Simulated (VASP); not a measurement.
Wanted: the native input for a VASP 6.6.1 run.

* Task: electric field gradients
* Functional: LDA
* Potentials or basis: VASP PAW LDA potentials, release 64 (Li_sv, Pt)
* Cutoff: 520 eV
* k mesh: 9 × 9 × 12
* Occupations: fermi-dirac, width 0.03 eV
* Spin: no spin polarisation
* Dipole correction: no
* Further INCAR settings: ALGO = Normal; EDIFF = 1e-08; NBANDS = 15

The structure of Li2Pt lies in POSCAR:

```
Li2Pt
1.0
    4.1859989866      0.0000000000      0.0000000000
   -2.0929994933      3.6251814627      0.0000000000
    0.0000000000      0.0000000000      2.6610000000
Li Pt
2 1
Direct
    0.3333333333      0.6666666667      0.5000000000
    0.6666666667      0.3333333333      0.5000000000
    0.0000000000      0.0000000000      0.0000000000
```

These files were run (other wordings do the same):

INCAR

```
PREC = Accurate
ENCUT = 520
EDIFF = 1E-8
ISMEAR = -1
SIGMA = 0.03
LREAL = F
LASPH = T
NELM = 60
ALGO = Normal
ISIF = 2
LWAVE = F
LCHARG = F
LEFG = T
NBANDS = 15
```

KPOINTS

```
Automatic mesh
0
Gamma
  9 9 12
```

Potentials or basis: VASP PAW LDA potentials, release 64 (Li_sv, Pt).

Run with:

```bash
$ cat potpaw_LDA.64/Li_sv/POTCAR potpaw_LDA.64/Pt/POTCAR > POTCAR
$ mpirun -np 1 vasp_std > vasp.out
```

Results of the run:

- Band gap on the k mesh: zero (bands 8 and 9 overlap by 1.84 eV)
- Largest electric field gradient by atom: Li +0.3; Pt -311.2 V/Å²

Caveat: without QUAD_EFG the Cq values of the log hold for a quadrupole moment of 1 mb, not for the nuclei; spin-orbit coupling is left out, which moves the levels of the heavy elements.

Wall time 16 s on 1 thread of Intel(R) Xeon(R) 6975P-C (Granite Rapids), on a shared host, peak memory 0.17 GiB.
